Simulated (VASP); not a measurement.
Crystal: AlH6.

```
CELL_PARAMETERS angstrom
5.91886 0.00000 0.00000
-2.95943 5.12588 0.00000
0.00000 0.00000 2.84155
ATOMIC_POSITIONS crystal
Al 0.00000 0.00000 0.50000
H 0.56496 0.00000 0.50000
H 0.00000 0.56496 0.50000
H 0.43504 0.43504 0.50000
H 0.43504 0.00000 0.50000
H 0.00000 0.43504 0.50000
H 0.56496 0.56496 0.50000
```

The cell was generated, and may not be a known phase.

| Property | Result |
| --- | --- |
| Program | VASP 6.6.1 |
| Task | relaxation of cell and atoms |
| Functional | PBE |
| Potentials or basis | VASP PAW PBE potentials, release 64 (Al, H_h) |
| Cutoff | 1230 eV |
| k mesh | 3 × 3 × 6 |
| Occupations | gaussian, width 0.1 eV |
| Spin | no spin polarisation |

At the start: pressure -0.6 GPa; volume 12.32 Å³/atom.

Task: How do energy, volume and symmetry change on relaxing?

Result: Over 9 steps the energy falls by 5.0 meV/atom and the volume is 11.72 Å³/atom (-4.8 %); space group P6/mmm (No. 191, to 0.1 Å) before and after.

The path:
| step | energy change (eV) | largest force (eV/Å) | pressure (GPa) | volume (Å³) |
| --- | --- | --- | --- | --- |
| 1 | 0.0000 | 0.0915 | -0.55 | 86.21 |
| 2 | -0.0092 | 0.1915 | -0.90 | 85.68 |
| 3 | -0.0099 | 0.2833 | -1.01 | 85.50 |
| 4 | -0.0147 | 0.2498 | -0.89 | 85.17 |
| 5 | -0.0254 | 0.1399 | -0.60 | 84.17 |
| 6 | -0.0345 | 0.1010 | -0.06 | 82.17 |
| 7 | -0.0345 | 0.0739 | -0.18 | 82.42 |
| 8 | -0.0346 | 0.0830 | -0.14 | 82.34 |
| 9 | -0.0351 | 0.0139 | -0.19 | 82.06 |

Final structure:
```
CELL_PARAMETERS angstrom
5.93560 0.00000 0.00000
-2.96780 5.14038 0.00000
0.00000 0.00000 2.68958
ATOMIC_POSITIONS crystal
Al 0.00000 0.00000 0.50000
H 0.56505 0.00000 0.50000
H 0.00000 0.56505 0.50000
H 0.43495 0.43495 0.50000
H 0.43495 0.00000 0.50000
H 0.00000 0.43495 0.50000
H 0.56505 0.56505 0.50000
```

Caveat: the k points lie up to 0.41 Å⁻¹ apart in the final cell, too coarse for converged energies and pressures of a metal; an odd number of electrons without spin polarisation forces a metal; a magnetic or distorted state may lie lower.
